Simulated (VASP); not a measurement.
# P in VASP: single point with PBEsol

Aim: the single point of P with PBEsol.

All numbers are computed with VASP 6.6.1; they aren't measurements. Logs are shortened: lines on timing, memory, paths and dates and some standing lists are left out, and cuts for length are marked.

## Step 1: The cell of the first run

The cell holds a slab with vacuum, 4 atoms: a = 3.284 Å, b = 34.875 Å, c = 4.437 Å, α = 90.00°, β = 90.00°, γ = 90.00°.

## Step 2: Single point, PBEsol

INCAR reads:

```
PREC = Accurate
ENCUT = 520
EDIFF = 1E-6
ISMEAR = 0
SIGMA = 0.05
LREAL = F
LASPH = T
NELM = 100
ALGO = Normal
ISIF = 2
LWAVE = F
LCHARG = F
GGA = PS
NBANDS = 18
```

KPOINTS reads:

```
regular mesh
0
Gamma
  8 1 6
```

POSCAR reads:

```
P
1.0
    3.2843670828      0.0000000000      0.0000000000
    0.0000000000     34.8747449650      0.0000000000
    0.0000000000      0.0000000000      4.4369101913
P
4
Direct
    0.0000000000      0.9696876221      0.5826201345
    0.0000000000      0.0303123779      0.4173798655
    0.5000000000      0.0303123779      0.0826201345
    0.5000000000      0.9696876221      0.9173798655
```

Potentials or basis: VASP PAW PBE potentials, release 64 (P).

On the command line:

```sh
cat potpaw_PBE.64/P/POTCAR > POTCAR
mpirun -np 1 vasp_std > vasp.out
```

OUTCAR:

```text
PREC = Accurate
   ENCUT = 520
   EDIFF = 1E-6
   ISMEAR = 0
   LREAL = F
   LASPH = T
   NELM = 100
   ISIF = 2
   GGA = PS

 ion  position               nearest neighbor table
   1  0.000  0.970  0.583-   4 2.21   4 2.21   2 2.24
   2  0.000  0.030  0.417-   3 2.21   3 2.21   1 2.24
   3  0.500  0.030  0.083-   2 2.21   2 2.21   4 2.24
   4  0.500  0.970  0.917-   1 2.21   1 2.21   3 2.24

  LATTYP: Found a simple orthorhombic cell.
 ALAT       =     3.2843670828
 B/A-ratio  =     1.3509178723
 C/A-ratio  =    10.6184065562

  Lattice vectors:

 A1 = (  -3.2843670828,   0.0000000000,   0.0000000000)
 A2 = (   0.0000000000,   0.0000000000,   4.4369101913)
 A3 = (   0.0000000000,  34.8747449650,   0.0000000000)

Analysis of symmetry for initial positions (statically):
=====================================================================
 Subroutine PRICEL returns:
 Original cell was already a primitive cell.

 Routine SETGRP: Setting up the symmetry group for a
 simple orthorhombic supercell.

 Subroutine GETGRP returns: Found  8 space group operations
 (whereof  4 operations were pure point group operations)
 out of a pool of  8 trial point group operations.

The static configuration has the point symmetry C_2h.
 The point group associated with its full space group is D_2h.

Analysis of symmetry for dynamics (positions and initial velocities):
=====================================================================
 Subroutine PRICEL returns:
 Original cell was already a primitive cell.

 Routine SETGRP: Setting up the symmetry group for a
 simple orthorhombic supercell.

 Subroutine GETGRP returns: Found  8 space group operations
 (whereof  4 operations were pure point group operations)
 out of a pool of  8 trial point group operations.

The dynamic configuration has the point symmetry C_2h.
 The point group associated with its full space group is D_2h.

 Subroutine INISYM returns: Found  8 space group operations
 (whereof  4 operations are pure point group operations),
 and found     1 'primitive' translations

----------------------------------------------------------------------------------------

                                     Primitive cell

  volume of cell :     508.2102

  direct lattice vectors                    reciprocal lattice vectors
     3.284367083  0.000000000  0.000000000     0.304472665  0.000000000  0.000000000
     0.000000000 34.874744965  0.000000000     0.000000000  0.028674045  0.000000000
     0.000000000  0.000000000  4.436910191     0.000000000  0.000000000  0.225382069

  length of vectors
     3.284367083 34.874744965  4.436910191     0.304472665  0.028674045  0.225382069

  position of ions in fractional coordinates (direct lattice)
     0.000000000  0.969687622  0.582620134
     0.000000000  0.030312378  0.417379866
     0.500000000  0.030312378  0.082620134
     0.500000000  0.969687622  0.917379866

  ion indices of the primitive-cell ions
   primitive index   ion index
                 1           1
                 2           2
                 3           3
                 4           4

----------------------------------------------------------------------------------------

 KPOINTS: regular mesh

Automatic generation of k-mesh.
 Grid dimensions read from file:
 generate k-points for:    8    1    6

 Generating k-lattice:

  Cartesian coordinates                     Fractional coordinates (reciprocal lattice)
     0.038059083  0.000000000  0.000000000     0.125000000  0.000000000  0.000000000
     0.000000000  0.028674045  0.000000000     0.000000000  1.000000000  0.000000000
     0.000000000  0.000000000  0.037563678     0.000000000  0.000000000  0.166666667

  Length of vectors
     0.038059083  0.028674045  0.037563678

  Shift w.r.t. Gamma in fractional coordinates (k-lattice)
     0.000000000  0.000000000  0.000000000

 Subroutine IBZKPT returns following result:
 ===========================================

 Found     20 irreducible k-points:

 Following reciprocal coordinates:
            Coordinates               Weight
  0.000000  0.000000  0.000000      1.000000
  0.125000  0.000000  0.000000      2.000000
  0.250000  0.000000  0.000000      2.000000
  0.375000  0.000000  0.000000      2.000000
  0.500000  0.000000  0.000000      1.000000
  0.000000  0.000000  0.166667      2.000000
[... 12 lines left out ...]
  0.375000  0.000000  0.500000      2.000000
  0.500000  0.000000  0.500000      1.000000
   k-points           NKPTS =     20   k-points in BZ     NKDIM =     20   number of bands    NBANDS=     18
   number of dos      NEDOS =    301   number of ions     NIONS =      4
   total plane-waves  NPLWV = 233280
   dimension x,y,z NGX =    24 NGY =  270 NGZ =   36
   dimension x,y,z NGXF=    48 NGYF=  540 NGZF=   72
   ions per type =               4
   NGX,Y,Z   is equivalent  to a cutoff of  12.15, 12.87, 13.49 a.u.
   NGXF,Y,Z  is equivalent  to a cutoff of  24.30, 25.74, 26.98 a.u.
 SYSTEM =  unknown system
   PREC   = accura    normal or accurate (medium, high low for compatibility)
   ISTART =      0    job   : 0-new  1-cont  2-samecut
   ICHARG =      2    charge: 1-file 2-atom 10-const
   ISPIN  =      1    spin polarized calculation?
   LNONCOLLINEAR =      F non collinear calculations
   LSORBIT =      F    spin-orbit coupling
   LASPH  =      T    aspherical Exc in radial PAW
   ENCUT  =  520.0 eV  38.22 Ry    6.18 a.u.   6.11 64.84  8.25*2*pi/ulx,y,z
   NELM   =    100;   NELMIN=  2; NELMDL= -5     # of ELM steps
   EDIFF  = 0.1E-05   stopping-criterion for ELM
   LREAL  =      F    real-space projection
   EDIFFG = 0.1E-04   stopping-criterion for IOM
   NSW    =      0    number of steps for IOM
   IBRION =     -1    ionic relax: 0-MD 1-quasi-New 2-CG
   NFREE  =      0    steps in history (QN), initial steepest desc. (CG)
   ISIF   =      2    stress and relaxation
   ISYM   =      2    0-nonsym 1-usesym 2-fastsym
   POTIM  = 0.5000    time-step for ionic-motion
   TEBEG  =    0.0;   TEEND  =   0.0 temperature during run
   PSTRESS=    0.0 pullay stress
   NELECT =      20.0000    total number of electrons
   NUPDOWN=      -1.0000    fix difference up-down
   EMIN   =  10.00;   EMAX   =-10.00  energy-range for DOS
   EFERMI =   0.00;   METHOD = LEGACY
   ISMEAR =     0;   SIGMA  =   0.05  broadening in eV -4-tet -1-fermi 0-gaus
   EFERMI_NEDOS =   21; number of points for ismear=-14 and -15
   IALGO  =     38    algorithm
   IMIX   =      4    mixing-type and parameters
     AMIX     =   0.40;   BMIX     =  1.00
     AMIX_MAG =   1.60;   BMIX_MAG =  1.00
  volume/ion in A,a.u.               =     127.05       857.39
  Fermi-wavevector in a.u.,A,eV,Ry     =   0.556848  1.052291  4.218898  0.310080
  Thomas-Fermi vector in A             =   1.591191
   LORBIT       =      0    0 simple, 1 ext, 2 COOP (PROOUT), +10 PAW based schemes
   GGA     = PS    functional components
   LHFCALC =     F    Hartree Fock is set to
   AEXX    =    0.0000 exact exchange contribution
   IVDW    =     0    specifies the selected vdW correction
   LEPSILON=     F    determine dielectric tensor
   LRPA    =     F    only Hartree local field effects (RPA)
 non-spin polarized calculation
 Gauss-broadening in eV      SIGMA  =   0.05
  energy-cutoff  :      520.00
  volume of cell :      508.21
 maximum number of plane-waves:     13734
   NGX = 13   NGY =129   NGZ = 17

 number of electron      19.9999999 magnetization

 Free energy of the ion-electron system (eV)
  ---------------------------------------------------
  ext. energy  EPLUGINS =         0.00000000
  ---------------------------------------------------
  free energy    TOTEN  =       -22.84062278 eV

  energy without entropy =      -22.84062278  energy(sigma->0) =      -22.84062278

 E-fermi :  -3.0697     XC(G=0):  -1.8077

 val. band max:       -3.2953069080   @ k =   0.0000   0.0000   0.0000
 cond. band min:      -2.5779592668   @ k =   0.0000   0.0000   0.0000
 fundamental gap:      0.7173476412
 Fermi energy:        -3.0697065894

 k-point     1 :       0.0000    0.0000    0.0000
  band No.  band energies     occupation
      1     -18.5214      2.00000
      2     -15.8687      2.00000
      3     -12.3455      2.00000
      4      -9.1483      2.00000
      5      -8.0935      2.00000
      6      -7.8123      2.00000
[... 10 lines left out ...]
     17       1.6640      0.00000
     18       1.8163      0.00000

 k-point     2 :       0.1250    0.0000    0.0000
  band No.  band energies     occupation
      1     -18.3325      2.00000
      2     -15.6724      2.00000
      3     -12.4566      2.00000
      4      -9.0001      2.00000
      5      -8.0436      2.00000
      6      -7.9236      2.00000
[... 10 lines left out ...]
     17       1.8818      0.00000
     18       1.9436      0.00000

 k-point     3 :       0.2500    0.0000    0.0000
  band No.  band energies     occupation
      1     -17.7713      2.00000
      2     -15.0864      2.00000
      3     -13.0396      2.00000
      4      -9.3414      2.00000
      5      -8.6374      2.00000
      6      -8.5934      2.00000
[... 10 lines left out ...]
     17       2.0586      0.00000
     18       2.5331      0.00000

 k-point     4 :       0.3750    0.0000    0.0000
  band No.  band energies     occupation
      1     -16.8582      2.00000
      2     -14.2545      2.00000
      3     -14.1197      2.00000
      4     -11.1489      2.00000
      5      -8.6373      2.00000
      6      -8.1243      2.00000
[... 291 lines left out ...]
      4     -11.7686      2.00000
      5      -8.8618      2.00000
      6      -8.8618      2.00000
[... 10 lines left out ...]
     17       3.0995      0.00000
     18       3.0995      0.00000

 k-point    19 :       0.3750    0.0000    0.5000
  band No.  band energies     occupation
      1     -15.7760      2.00000
      2     -15.7760      2.00000
      3     -12.4514      2.00000
      4     -12.4514      2.00000
      5      -9.1569      2.00000
      6      -9.1569      2.00000
[... 10 lines left out ...]
     17       3.4928      0.00000
     18       3.4928      0.00000

 k-point    20 :       0.5000    0.0000    0.5000
  band No.  band energies     occupation
      1     -15.2027      2.00000
      2     -15.2027      2.00000
      3     -13.1582      2.00000
      4     -13.1582      2.00000
      5      -8.3613      2.00000
      6      -8.3613      2.00000
[... 10 lines left out ...]
     17       2.8599      0.00000
     18       2.8599      0.00000

------------------------ aborting loop because EDIFF is reached ----------------------------------------

  FORCE on cell =-STRESS in cart. coord.  units (eV):
  Direction    XX          YY          ZZ          XY          YZ          ZX
  --------------------------------------------------------------------------------------
  -------------------------------------------------------------------------------------
  Total       -0.0073198     -0.0954159     -0.0549867      0.0000000      0.0000000      0.0000000
  in kB       -0.0230764     -0.3008070     -0.1733503      0.0000000      0.0000000      0.0000000
  external PRESSURE =      -0.1657445 kB  Pullay stress =       0.0000000 kB

 VOLUME and BASIS-vectors are now :
 -----------------------------------------------------------------------------
  energy-cutoff  :      520.00
  volume of cell :      508.21
      direct lattice vectors                 reciprocal lattice vectors
     3.284367083  0.000000000  0.000000000     0.304472665  0.000000000  0.000000000
     0.000000000 34.874744965  0.000000000     0.000000000  0.028674045  0.000000000
     0.000000000  0.000000000  4.436910191     0.000000000  0.000000000  0.225382069

 POSITION                                       TOTAL-FORCE (eV/Angst)
 -----------------------------------------------------------------------------------
      0.00000     33.81761      2.58503         0.000000      0.019199      0.009966
      0.00000      1.05714      1.85188         0.000000     -0.019199     -0.009966
      1.64218      1.05714      0.36658        -0.000000     -0.019199      0.009966
      1.64218     33.81761      4.07033         0.000000      0.019199     -0.009966
 -----------------------------------------------------------------------------------
    total drift:                               -0.000000      0.000000      0.000000

  FREE ENERGIE OF THE ION-ELECTRON SYSTEM (eV)
  ---------------------------------------------------
  free  energy   TOTEN  =       -22.8406227833 eV

  energy  without entropy=      -22.8406227833  energy(sigma->0) =      -22.84062278
```

It took 2.8 min on 1 thread of Intel Xeon Platinum 8488C (Sapphire Rapids), shared host; peak memory 0.55 GiB.

What came out:

```
Free energy            : -22.8406 eV
Largest force          : 0.022 eV/Å
Band gap on the k mesh : 0.72 eV
```

Forces on the atoms (eV/Å):
```
P    0.000  0.019  0.010
P    0.000 -0.019 -0.010
P    0.000 -0.019  0.010
P    0.000  0.019 -0.010
```

Caveat: the PAW data sets were made with another functional, which shifts forces and pressure a little.
